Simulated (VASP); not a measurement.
Write the native input for VASP 6.6.1 that does the following.

| Item | Value |
| --- | --- |
| Task | single point |
| Functional | PBE |
| Potentials or basis | VASP PAW PBE potentials, release 64 (Pr_3, Sc_sv, O), 4f in core |
| Cutoff | 600 eV |
| k mesh | 5 × 5 × 4 |
| Occupations | gaussian, width 0.2 eV |
| Spin | no spin polarisation |
| Dipole correction | no |
| Further INCAR settings | ALGO = Normal; EDIFF = 1e-06; NBANDS = 21 |

The structure of PrScO lies in POSCAR:

```
PrScO
1.0
    3.1617037999      0.0000000000      0.0000000000
    0.0000000000      3.1617037999      0.0000000000
    0.0000000000      0.0000000000      5.5349828334
Pr Sc O
1 1 1
Direct
    0.0000000000      0.0000000000      0.8127321545
    0.5000000000      0.5000000000      0.3126565490
    0.0000000000      0.0000000000      0.3125670365
```

The cell was generated, and may not be a known phase.

One way to write it, as run:

INCAR

```
ALGO     = Normal         # electronic algorithm
EDIFF    = 1E-6           # SCF threshold, eV
ENCUT    = 600            # plane-wave cutoff, eV
GGA      = PE             # functional
GGA_COMPAT= False        
ISIF     = 2              # what is computed and relaxed
ISMEAR   = 0              # smearing method
LASPH    = True           # aspherical terms in the spheres
LCHARG   = True           # write CHGCAR
LELF     = True           # ELF
LMAXMIX  = 6              # l up to which the mixer works
LREAL    = False          # projectors in reciprocal space
LVHAR    = True         
LWAVE    = False          # write WAVECAR
NBANDS   = 21             # bands
NELM     = 200            # most SCF steps
PREC     = Accurate       # precision mode
SIGMA    = 0.2            # smearing width, eV
```

KPOINTS

```
k-points
0
Gamma
  5 5 4
```

Potentials or basis: VASP PAW PBE potentials, release 64 (Pr_3, Sc_sv, O), 4f in core.

The run is started by

```console
$ cat potpaw_PBE.64/Pr_3/POTCAR potpaw_PBE.64/Sc_sv/POTCAR potpaw_PBE.64/O/POTCAR > POTCAR
$ mpirun -np 1 vasp_std > vasp.out
```

Results of the run:

```
Pressure               : 0.2 GPa
Band gap on the k mesh : zero (bands 14 and 15 overlap by 1.49 eV)
```

Caveat: the k points lie up to 0.40 Å⁻¹ apart, too coarse for converged energies and pressures of a metal; spin-orbit coupling is left out, which moves the levels of the heavy elements; the 4f electrons are frozen in the core, so they carry no moment and show no levels; the run has no spin polarisation, though such a crystal can be magnetic.

Wall time 31 s on 1 thread of Intel(R) Xeon(R) Platinum 8488C (Sapphire Rapids), with other jobs on the host, peak memory 0.2 GiB.
